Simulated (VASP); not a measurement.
# Co (P6_3/mmc) in VASP: single point with PBEsol

Aim: the single point of Co with PBEsol.

Program: VASP 6.6.1. These are calculated values, not measurements. Logs are shortened: lines on timing, memory, paths and dates and some standing lists are left out, and cuts for length are marked.

### Step 1. The cell of the first run

Symmetry: P6_3/mmc, No. 194, hexagonal system. Conventional cell: a = 2.332 Å, b = 2.332 Å, c = 8.164 Å, α = 90.00°, β = 90.00°, γ = 120.00°. Within 3.1 Å of Co (site symmetry -3m) lie 12 Co at 2.33 to 2.45 Å. Within 3.1 Å of Co (site symmetry -6m2) lie 12 Co at 2.33 to 2.45 Å.

### Step 2. Single point, PBEsol, collinear spin, ferromagnetic start (strain -0.050 along x and y, +0.025 along z)

The input, INCAR:

```
SYSTEM = Co
PREC = Accurate ; ENCUT = 520
EDIFF = 1E-7 ; ISMEAR = 0
SIGMA = 0.15 ; LREAL = .False.
LASPH = .True. ; NELM = 150
ALGO = Fast ; ISIF = 2
LWAVE = .False. ; LCHARG = .False.
ISPIN = 2 ; MAGMOM = 1.81 1.83 1.81 1.83
LORBIT = 11 ; LMAXMIX = 4
GGA = PS ; NBANDS = 30
```

The input, KPOINTS:

```
regular mesh
0
Gamma
  24 24 6
  0 0 0
```

The input, POSCAR:

```
Co
1.0
    2.3324505167      0.0000000000      0.0000000000
   -1.1662252583      2.0199614005      0.0000000000
    0.0000000000      0.0000000000      8.1639618965
Co
4
Direct
    0.0000000000      0.0000000000      0.0000000000
    0.3333333333      0.6666666667      0.2500000000
    0.0000000000      0.0000000000      0.5000000000
    0.6666666667      0.3333333333      0.7500000000
```

Potentials or basis: VASP PAW PBE potentials, release 64 (Co).

Launch:

```
cat potpaw_PBE.64/Co/POTCAR > POTCAR
mpirun -np 1 vasp_std > vasp.out
```

OUTCAR:

```text
SYSTEM = Co
   PREC = Accurate
   ENCUT = 520
   EDIFF = 1E-7
   ISMEAR = 0
   LREAL = .False.
   LASPH = .True.
   NELM = 150
   ISIF = 2
   ISPIN = 2
   LORBIT = 11
   GGA = PS

 ion  position               nearest neighbor table
   1  0.000  0.000  0.000-   2 2.45   4 2.45   2 2.45   4 2.45   4 2.45   2 2.45
   2  0.333  0.667  0.250-   1 2.45   3 2.45   1 2.45   3 2.45   1 2.45   3 2.45
   3  0.000  0.000  0.500-   2 2.45   4 2.45   2 2.45   4 2.45   4 2.45   2 2.45
   4  0.667  0.333  0.750-   1 2.45   3 2.45   1 2.45   3 2.45   1 2.45   3 2.45

  LATTYP: Found a hexagonal cell.
 ALAT       =     2.3324505167
 C/A-ratio  =     3.5001651002

  Lattice vectors:

 A1 = (   2.3324505167,   0.0000000000,   0.0000000000)
 A2 = (  -1.1662252583,   2.0199614005,   0.0000000000)
 A3 = (   0.0000000000,   0.0000000000,   8.1639618965)

Analysis of symmetry for initial positions (statically):
=====================================================================
 Subroutine PRICEL returns:
 Original cell was already a primitive cell.

 Routine SETGRP: Setting up the symmetry group for a
 hexagonal supercell.

 Subroutine GETGRP returns: Found 24 space group operations
 (whereof 12 operations were pure point group operations)
 out of a pool of 24 trial point group operations.

The static configuration has the point symmetry D_3d.
 The point group associated with its full space group is D_6h.

Analysis of symmetry for dynamics (positions and initial velocities):
=====================================================================
 Subroutine PRICEL returns:
 Original cell was already a primitive cell.

 Routine SETGRP: Setting up the symmetry group for a
 hexagonal supercell.

 Subroutine GETGRP returns: Found 24 space group operations
 (whereof 12 operations were pure point group operations)
 out of a pool of 24 trial point group operations.

The dynamic configuration has the point symmetry D_3d.
 The point group associated with its full space group is D_6h.

Analysis of structural, dynamic, and magnetic symmetry:
=====================================================================
 Subroutine PRICEL returns:
 Original cell was already a primitive cell.

 Routine SETGRP: Setting up the symmetry group for a
 hexagonal supercell.

 Subroutine GETGRP returns: Found 24 space group operations
 (whereof 12 operations were pure point group operations)
 out of a pool of 24 trial point group operations.

The overall configuration has the point symmetry D_3d.
 The point group associated with its full space group is D_6h.

 Subroutine INISYM returns: Found 24 space group operations
 (whereof 12 operations are pure point group operations),
 and found     1 'primitive' translations

----------------------------------------------------------------------------------------

                                     Primitive cell

  volume of cell :      38.4642

  direct lattice vectors                    reciprocal lattice vectors
     2.332450517  0.000000000  0.000000000     0.428733640  0.247529482  0.000000000
    -1.166225258  2.019961401  0.000000000     0.000000000  0.495058965  0.000000000
     0.000000000  0.000000000  8.163961897     0.000000000  0.000000000  0.122489548

  length of vectors
     2.332450517  2.332450517  8.163961897     0.495058965  0.495058965  0.122489548

  position of ions in fractional coordinates (direct lattice)
     0.000000000  0.000000000  0.000000000
     0.333333333  0.666666667  0.250000000
     0.000000000  0.000000000  0.500000000
     0.666666667  0.333333333  0.750000000

  ion indices of the primitive-cell ions
   primitive index   ion index
                 1           1
                 2           2
                 3           3
                 4           4

----------------------------------------------------------------------------------------

 KPOINTS: regular mesh

Automatic generation of k-mesh.
 Grid dimensions read from file:
 generate k-points for:   24   24    6

 Generating k-lattice:

  Cartesian coordinates                     Fractional coordinates (reciprocal lattice)
     0.017863902  0.010313728  0.000000000     0.041666667  0.000000000  0.000000000
     0.000000000  0.020627457  0.000000000     0.000000000  0.041666667  0.000000000
     0.000000000  0.000000000  0.020414925     0.000000000  0.000000000  0.166666667

  Length of vectors
     0.020627457  0.020627457  0.020414925

  Shift w.r.t. Gamma in fractional coordinates (k-lattice)
     0.000000000  0.000000000  0.000000000

 Subroutine IBZKPT returns following result:
 ===========================================

 Found    244 irreducible k-points:

 Following reciprocal coordinates:
            Coordinates               Weight
  0.000000  0.000000  0.000000      1.000000
  0.041667  0.000000  0.000000      6.000000
  0.083333  0.000000  0.000000      6.000000
  0.125000 -0.000000  0.000000      6.000000
  0.166667  0.000000  0.000000      6.000000
  0.208333  0.000000  0.000000      6.000000
[... 16 lines left out ...]
  0.416667  0.041667  0.000000     12.000000
  0.458333  0.041667  0.000000     12.000000
 [... further k-points ...]
   k-points           NKPTS =    244   k-points in BZ     NKDIM =    244   number of bands    NBANDS=     30
   number of dos      NEDOS =    301   number of ions     NIONS =      4
   total plane-waves  NPLWV =  20736
   dimension x,y,z NGX =    18 NGY =   18 NGZ =   64
   dimension x,y,z NGXF=    36 NGYF=   36 NGZF=  128
   ions per type =               4
   NGX,Y,Z   is equivalent  to a cutoff of  12.83, 12.83, 13.03 a.u.
   NGXF,Y,Z  is equivalent  to a cutoff of  25.66, 25.66, 26.07 a.u.
 SYSTEM =  Co
   PREC   = accura    normal or accurate (medium, high low for compatibility)
   ISTART =      0    job   : 0-new  1-cont  2-samecut
   ICHARG =      2    charge: 1-file 2-atom 10-const
   ISPIN  =      2    spin polarized calculation?
   LNONCOLLINEAR =      F non collinear calculations
   LSORBIT =      F    spin-orbit coupling
   LASPH  =      T    aspherical Exc in radial PAW
   ENCUT  =  520.0 eV  38.22 Ry    6.18 a.u.   4.34  4.34 15.18*2*pi/ulx,y,z
   NELM   =    150;   NELMIN=  2; NELMDL= -5     # of ELM steps
   EDIFF  = 0.1E-06   stopping-criterion for ELM
   LREAL  =      F    real-space projection
   EDIFFG = 0.1E-05   stopping-criterion for IOM
   NSW    =      0    number of steps for IOM
   IBRION =     -1    ionic relax: 0-MD 1-quasi-New 2-CG
   NFREE  =      0    steps in history (QN), initial steepest desc. (CG)
   ISIF   =      2    stress and relaxation
   ISYM   =      2    0-nonsym 1-usesym 2-fastsym
   POTIM  = 0.5000    time-step for ionic-motion
   TEBEG  =    0.0;   TEEND  =   0.0 temperature during run
   PSTRESS=    0.0 pullay stress
   NELECT =      36.0000    total number of electrons
   NUPDOWN=      -1.0000    fix difference up-down
   EMIN   =  10.00;   EMAX   =-10.00  energy-range for DOS
   EFERMI =   0.00;   METHOD = LEGACY
   ISMEAR =     0;   SIGMA  =   0.15  broadening in eV -4-tet -1-fermi 0-gaus
   EFERMI_NEDOS =   21; number of points for ismear=-14 and -15
   IALGO  =     68    algorithm
   IMIX   =      4    mixing-type and parameters
     AMIX     =   0.40;   BMIX     =  1.00
     AMIX_MAG =   1.60;   BMIX_MAG =  1.00
  volume/ion in A,a.u.               =       9.62        64.89
  Fermi-wavevector in a.u.,A,eV,Ry     =   1.601364  3.026140 34.890344  2.564368
  Thomas-Fermi vector in A             =   2.698354
   LORBIT       =     11    0 simple, 1 ext, 2 COOP (PROOUT), +10 PAW based schemes
   GGA     = PS    functional components
   LHFCALC =     F    Hartree Fock is set to
   AEXX    =    0.0000 exact exchange contribution
   IVDW    =     0    specifies the selected vdW correction
   LEPSILON=     F    determine dielectric tensor
   LRPA    =     F    only Hartree local field effects (RPA)
 spin polarized calculation
 RMM-DIIS sequential band-by-band and
 Gauss-broadening in eV      SIGMA  =   0.15
  energy-cutoff  :      520.00
  volume of cell :       38.46
 maximum number of plane-waves:      1074
 NGX is ok and might be reduce to    18
   NGX =  9   NGY =  9   NGZ = 31

 number of electron      35.9999986 magnetization       6.1940879

 Free energy of the ion-electron system (eV)
  ---------------------------------------------------
  ext. energy  EPLUGINS =         0.00000000
  ---------------------------------------------------
  free energy    TOTEN  =       -30.54130723 eV

  energy without entropy =      -30.49647562  energy(sigma->0) =      -30.51889142

 E-fermi :  11.9733     XC(G=0): -14.3048

 val. band max:       11.9731462935   @ k =   0.3333   0.2917   0.3333
 cond. band min:      11.9748675835   @ k =   0.2083   0.0417   0.0000
 fundamental gap:      0.0017212900
 Fermi energy:        11.9732840111

 spin component 1

 k-point     1 :       0.0000    0.0000    0.0000
  band No.  band energies     occupation
      1       2.1780      1.00000
      2       4.3595      1.00000
      3       4.3696      1.00000
      4       6.0501      1.00000
      5       8.3996      1.00000
      6       8.4211      1.00000
[... 22 lines left out ...]
     29      35.7291      0.00000
     30      37.1955      0.00000

 k-point     2 :       0.0417    0.0000    0.0000
  band No.  band energies     occupation
      1       2.2493      1.00000
      2       4.4220      1.00000
      3       4.4321      1.00000
      4       6.1018      1.00000
      5       8.3732      1.00000
      6       8.4042      1.00000
[... 22 lines left out ...]
     29      35.4744      0.00000
     30      36.7907      0.00000

 k-point     3 :       0.0833    0.0000    0.0000
  band No.  band energies     occupation
      1       2.4609      1.00000
      2       4.6050      1.00000
      3       4.6149      1.00000
      4       6.2516      1.00000
      5       8.3011      1.00000
      6       8.3576      1.00000
[... 682 lines left out ...]
     29      26.0173      0.00000
     30      27.2026      0.00000

 k-point    24 :       0.4583    0.0417    0.0000
  band No.  band energies     occupation
      1       6.0979      1.00000
      2       6.1665      1.00000
      3       6.5374      1.00000
      4       6.8568      1.00000
      5       7.1934      1.00000
      6       7.5183      1.00000
[... 22 lines left out ...]
     29      24.9387      0.00000
     30      26.2596      0.00000

 [... further k-points ...]

 spin component 2

 k-point     1 :       0.0000    0.0000    0.0000
  band No.  band energies     occupation
      1       2.2883      1.00000
      2       4.5406      1.00000
      3       4.5416      1.00000
      4       6.9068      1.00000
      5       9.6258      1.00000
      6       9.6584      1.00000
[... 22 lines left out ...]
     29      35.6147      0.00000
     30      37.0822      0.00000

 k-point     2 :       0.0417    0.0000    0.0000
  band No.  band energies     occupation
      1       2.3598      1.00000
      2       4.6039      1.00000
      3       4.6048      1.00000
      4       6.9632      1.00000
      5       9.6073      1.00000
      6       9.6503      1.00000
[... 22 lines left out ...]
     29      35.4085      0.00000
     30      36.7562      0.00000

 k-point     3 :       0.0833    0.0000    0.0000
  band No.  band energies     occupation
      1       2.5724      1.00000
      2       4.7901      1.00000
      3       4.7910      1.00000
      4       7.1274      1.00000
      5       9.5545      1.00000
      6       9.6273      1.00000
[... 682 lines left out ...]
     29      26.5864      0.00000
     30      27.7352      0.00000

 k-point    24 :       0.4583    0.0417    0.0000
  band No.  band energies     occupation
      1       7.1162      1.00000
      2       7.1452      1.00000
      3       7.6072      1.00000
      4       7.8923      1.00000
      5       8.3669      1.00000
      6       8.6476      1.00000
[... 22 lines left out ...]
     29      25.6113      0.00000
     30      26.8605      0.00000

 [... further k-points ...]
[... 5 lines left out ...]
  --------------------------------------------------------------------------------------
  -------------------------------------------------------------------------------------
  Total        8.4188811      8.4188811      0.3752018      0.0000000     -0.0000000      0.0000000
  in kB      350.6779664    350.6779664     15.6285612      0.0000000     -0.0000000      0.0000000
  external PRESSURE =     238.9948313 kB  Pullay stress =       0.0000000 kB

 VOLUME and BASIS-vectors are now :
 -----------------------------------------------------------------------------
  energy-cutoff  :      520.00
  volume of cell :       38.46
      direct lattice vectors                 reciprocal lattice vectors
     2.332450517  0.000000000  0.000000000     0.428733640  0.247529482  0.000000000
    -1.166225258  2.019961401  0.000000000     0.000000000  0.495058965  0.000000000
     0.000000000  0.000000000  8.163961897     0.000000000  0.000000000  0.122489548

 POSITION                                       TOTAL-FORCE (eV/Angst)
 -----------------------------------------------------------------------------------
      0.00000      0.00000      0.00000         0.000000      0.000000      0.000000
     -0.00000      1.34664      2.04099        -0.000000      0.000000     -0.000000
      0.00000      0.00000      4.08198         0.000000      0.000000      0.000000
      1.16623      0.67332      6.12297         0.000000     -0.000000      0.000000
 -----------------------------------------------------------------------------------
    total drift:                                0.000000     -0.000000      0.000000

  FREE ENERGIE OF THE ION-ELECTRON SYSTEM (eV)
  ---------------------------------------------------
  free  energy   TOTEN  =       -30.5413072269 eV

  energy  without entropy=      -30.4964756208  energy(sigma->0) =      -30.51889142

 total charge

# of ion       s       p       d       tot
------------------------------------------
    1        0.548   0.641   7.358   8.546
    2        0.547   0.644   7.352   8.544
    3        0.548   0.641   7.358   8.546
    4        0.547   0.644   7.352   8.544
--------------------------------------------------
tot          2.191   2.570  29.419  34.180

 magnetization (x)

# of ion       s       p       d       tot
------------------------------------------
    1       -0.013  -0.044   1.590   1.533
    2       -0.013  -0.047   1.607   1.547
    3       -0.013  -0.044   1.590   1.533
    4       -0.013  -0.047   1.607   1.547
--------------------------------------------------
tot         -0.054  -0.182   6.394   6.158
```

Run time: 21 min. Hardware: 1 thread of Oxide Virtual Turin-like, shared host; peak memory 0.42 GiB.

What came out:

- Free energy: -30.5413 eV
- Pressure: 23.9 GPa
- Net moment: 6.19 μB per cell
- Site moments: Co +1.53, +1.55 (each value once) μB
- Valence electrons inside the program's atomic spheres: Co 8.55, 8.54 (each value once)

Caveat: the cell differs from its parent crystal (strain -0.050 along x and y, +0.025 along z); the stress differs along the axes, from 2 to 35 GPa; the PAW data sets were made with another functional, which shifts forces and pressure a little.
